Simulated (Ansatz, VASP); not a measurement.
# SiC: VASP beside Ansatz

File INCAR:

```
SYSTEM = SiC
ALGO = Normal
EDIFF = 1E-6
ENCUT = 520
GGA = PS
ISIF = 2
ISMEAR = 0
LASPH = .True.
LCHARG = .False.
LREAL = .False.
LWAVE = .False.
NBANDS = 16
NELM = 60
PREC = Accurate
SIGMA = 0.01
```

The input KPOINTS:

```
k-points
0
Gamma
  15 15 8
  0 0 0
```

Contents of POSCAR:

```
SiC
1.0
    3.0759807156      0.0000000000      0.0000000000
   -1.5379903578      2.6638774413      0.0000000000
    0.0000000000      0.0000000000      5.0478465815
Si C
2 2
Direct
    0.3333333333      0.6666666667     -0.0625000000
    0.6666666667      0.3333333333      0.4375000000
    0.3333333333      0.6666666667      0.4375000000
    0.6666666667      0.3333333333      0.9375000000
```

Input for Ansatz:

```yaml
crystal:
  lattice:
    - [3.0759807156, 0.0, 0.0]
    - [-1.5379903578, 2.6638774413, 0.0]
    - [0.0, 0.0, 5.0478465815]
  atoms:
    - { symbol: Si, position: [0.3333333333, 0.6666666667, -0.0625] }
    - { symbol: Si, position: [0.6666666667, 0.3333333333, 0.4375] }
    - { symbol: C, position: [0.3333333333, 0.6666666667, 0.4375] }
    - { symbol: C, position: [0.6666666667, 0.3333333333, 0.9375] }
basis:
  ecutwfc: 420
  xc_grid: 2
kpoints:
  mp_grid: { grid: [15, 15, 8] }
hamiltonian:
  xc: pbesol
  pseudopotentials: { kind: paw, azcp: { folder: soft_1 } }
scf:
  occupations: { method: fixed }
output:
  forces: true
  stress: true
  eigenvalues: true
  polarization: {}
```

Change from the starting cell: polar distortion scaled by 0.00.

Alike in both runs: task single point; functional PBEsol; k mesh 15 × 15 × 8; no spin polarisation.

|  | VASP | Ansatz |
| --- | --- | --- |
| version | VASP 6.6.1 | Ansatz 0.2.0 |
| potentials or method | VASP PAW PBE potentials, release 64 (Si, C), cutoff 520 eV | scalar-relativistic, plane waves, PAW |
| occupations | gaussian, width 0.01 eV | fixed |
| valence electrons in the cell | 16 | 16 |

Ansatz gave:

```
gap on the k mesh at the Fermi level (eV)                     : 0.64
least direct gap on the mesh (eV)                             : 2.63
pressure (GPa)                                                : 11.1
traceless stress, the component that is largest in VASP (GPa) : -11.70
```

Q: Which values does VASP return?

A: gap on the k mesh at the Fermi level (eV): 0.62; least direct gap on the mesh (eV): 2.63; pressure (GPa): 11.3; traceless stress, the component that is largest in VASP (GPa): -11.98.

VASP's potentials were made for PBE, not for PBEsol, and Ansatz warns of the same on its side.
